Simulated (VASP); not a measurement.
The system is TiSi2.

```xyz
6
Lattice="0.0000 4.1175 4.0924 2.3895 0.0000 4.0924 2.3895 4.1175 0.0000" Properties=species:S:1:pos:R:3 pbc="T T T"
Ti    3.5843    6.1763    6.1386
Ti    2.3895    4.1175    4.0924
Si    1.1948    3.3975    2.0462
Si    1.1948    0.7200    2.0462
Si    2.3895    1.3387    4.0924
Si    2.3895    6.8963    4.0924
```

Base run:

```yaml
Program: VASP 6.6.1
Functional: PBEsol
Potentials_or_basis: VASP PAW PBE potentials, release 64 (Ti_sv, Si)
Cutoff: 520 eV
k_mesh: 6 × 6 × 6
Occupations: fermi-dirac, width 0.05 eV
Spin: no spin polarisation
```

Its results: band gap on the k mesh zero (band 20 reaches 11.15 eV, above the bottom of band 21 at 9.42 eV); pressure 6.3 GPa; largest force 0.169 eV/Å.

Q: The run is repeated on the same cell with these changes: functional from PBEsol to PBE; further incar settings from ALGO = Normal; EDIFF = 1e-06; NBANDS = 29 to ALGO = Normal; EDIFF = 1e-07; NBANDS = 29. What comes out?

A: Band gap on the k mesh zero (band 20 reaches 11.25 eV, above the bottom of band 21 at 9.52 eV); pressure 10.4 GPa; largest force 0.136 eV/Å.

Caveats: the PAW data sets were made with another functional, which shifts forces and pressure a little (some runs).
